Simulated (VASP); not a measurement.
Runs of VASP 6.6.1 on SrCl2. The structure is that of space group I4/mmm (No. 139), or close to it. The cells are those of the table. 

```tsv
cell	gap on the mesh (eV)	pressure (GPa)
a = 4.941, b = 4.941, c = 5.052 Å, angles 59.3, 59.3, 61.5°, 3 atoms	5.00	0.2
a = 5.033, b = 4.828, c = 5.080 Å, angles 61.0, 57.0, 62.0°, 3 atoms	4.73	0.3
a = 5.089, b = 4.943, c = 4.905 Å, angles 62.2, 59.3, 58.5°, 3 atoms	4.83	0.2
a = 5.076, b = 4.929, c = 4.929 Å, angles 62.0, 59.0, 59.0°, 3 atoms	(b)	0.2
a = 4.953, b = 4.953, c = 5.027 Å, angles 59.5, 59.5, 61.0°, 3 atoms	(a)	0.1
```

Alike in all rows: task single point; level PBE; potentials or basis VASP PAW PBE potentials, release 64 (Sr_sv, Cl); no spin polarisation; k mesh 6 × 6 × 6; cutoff (eV) 520; smearing gaussian 0.05 eV.

Fill in the values left out.

(a) 5.09; (b) 4.89.

A k mesh can miss the band edges, and the runs leave out spin-orbit coupling on Sr.
